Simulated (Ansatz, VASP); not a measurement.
# SiC: VASP beside Ansatz

Contents of INCAR:

```
ALGO = Normal
EDIFF = 1E-6
EDIFFG = -0.005
ENCUT = 600
GGA = RE
IBRION = 2
ISIF = 3
ISMEAR = -1
IVDW = 12
LASPH = T
LCHARG = F
LREAL = F
LWAVE = F
NELM = 80
NSW = 80
PREC = Accurate
SIGMA = 0.1
```

File KPOINTS:

```
k-points
0
Gamma
  12 12 4
```

File POSCAR:

```
SiC
1.0
    3.0760000000      0.0000000000      0.0000000000
   -1.5380000000      2.6638941400      0.0000000000
    0.0000000000      0.0000000000      5.0480000000
Si C
2 2
Direct
    0.3333333340      0.6666666679      0.0000000000
    0.6666666660      0.3333333321      0.5000000000
    0.3333333340      0.6666666679      0.3850000000
    0.6666666660      0.3333333321      0.8850000000
```

Input for Ansatz:

```yaml
crystal:
  lattice:
    - [3.076, 0.0, 0.0]
    - [-1.538, 2.66389414, 0.0]
    - [0.0, 0.0, 5.048]
  atoms:
    - { symbol: Si, position: [0.3333333339589838, 0.6666666679179676, 0.0] }
    - { symbol: Si, position: [0.6666666660410162, 0.33333333208203236, 0.5] }
    - { symbol: C, position: [0.3333333339589838, 0.6666666679179676, 0.385] }
    - { symbol: C, position: [0.6666666660410162, 0.33333333208203236, 0.885] }
basis:
  ecutwfc: 470.0
kpoints:
  mp_grid:
    grid: [12, 12, 4]
hamiltonian:
  xc: revpbe
  dispersion: d3bj
scf:
  occupations:
    method: fermi_dirac
relax:
  f_tol: 0.005
  cell: {}
```

Alike in both runs: task relaxation of cell and atoms; functional revPBE; dispersion D3(BJ); k mesh 12 × 12 × 4; no spin polarisation.

|  | VASP | Ansatz |
| --- | --- | --- |
| version | VASP 6.6.1 | Ansatz 0.2.0 |
| potentials or method | VASP PAW PBE potentials, release 64 (Si, C), cutoff 600 eV | plane waves, PAW |
| occupations | fermi-dirac, width 0.1 eV | fermi-dirac |
| valence electrons in the cell | 16 | 16 |

VASP gave:

```
relaxed volume (Å³/atom)                                     : 10.15
relaxed cell length with the largest relative difference (Å) : 5.016
```

Question: Which values does Ansatz return?

Answer: Relaxed volume (Å³/atom): 10.18; relaxed cell length with the largest relative difference (Å): 5.021.

VASP's potentials were made for PBE, not for revPBE.
